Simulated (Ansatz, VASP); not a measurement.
## Two plane-wave programs on CdS

INCAR

```
PREC     = Accurate       # precision mode
ENCUT    = 520            # plane-wave cutoff, eV
EDIFF    = 1E-6           # SCF threshold, eV
ISMEAR   = -1             # smearing method
SIGMA    = 0.1            # smearing width, eV
LREAL    = F              # projectors in reciprocal space
LASPH    = T              # aspherical terms in the spheres
NELM     = 60             # most SCF steps
ALGO     = Normal         # electronic algorithm
ISIF     = 2              # what is computed and relaxed
LWAVE    = F              # write WAVECAR
LCHARG   = T              # write CHGCAR
GGA      = PS             # functional
LELF     = T              # ELF
LVHAR    = T            
NBANDS   = 16             # bands
```

KPOINTS

```
Automatic mesh
0
Gamma
  11 11 11
```

POSCAR

```
CdS
1.0
    0.0000000000      2.7907158669      2.7907158669
    2.7907158669      0.0000000000      2.7907158669
    2.7907158669      2.7907158669      0.0000000000
Cd S
1 1
Direct
    0.0000000000      0.0000000000      0.0000000000
    0.2500000000      0.2500000000      0.2500000000
```

Input for Ansatz:

```yaml
crystal:
  lattice:
    - [0.0, 2.7907158669, 2.7907158669]
    - [2.7907158669, 0.0, 2.7907158669]
    - [2.7907158669, 2.7907158669, 0.0]
  atoms:
    - { symbol: Cd, position: [0.0, 0.0, 0.0] }
    - { symbol: S, position: [0.25, 0.25, 0.25] }
kpoints:
  mp_grid: { grid: [11, 11, 11] }
scf:
  occupations: { method: fermi_dirac, width: 0.1 }
hamiltonian:
  xc: pbesol
  pseudopotentials: { kind: paw }
output:
  forces: true
  stress: true
  eigenvalues: true
  populations: true
```

Change from the starting cell: volume scaled by 0.88, PAW files.

Alike in both runs: task single point; functional PBEsol; k mesh 11 × 11 × 11; occupations fermi-dirac, width 0.1 eV; no spin polarisation.

|  | VASP | Ansatz |
| --- | --- | --- |
| version | VASP 6.6.1 | Ansatz 0.2.0 |
| potentials or method | VASP PAW PBE potentials, release 64 (Cd, S) | PAW with Ansatz's default frozen-core files, scalar-relativistic |
| plane-wave cutoff (eV) | 520 | 420 |
| valence electrons in the cell | 18 | 26 |

```tsv
	VASP	Ansatz	Ansatz less VASP
pressure (GPa)	11.2	10.5	-0.68
```

VASP's potentials were made for PBE, not for PBEsol. The functional is the same, so the differences come from potentials, cutoffs and numerics. VASP's potentials hold 18 valence electrons a cell and Ansatz's 26, so a difference there can come from the potentials and not from the codes.
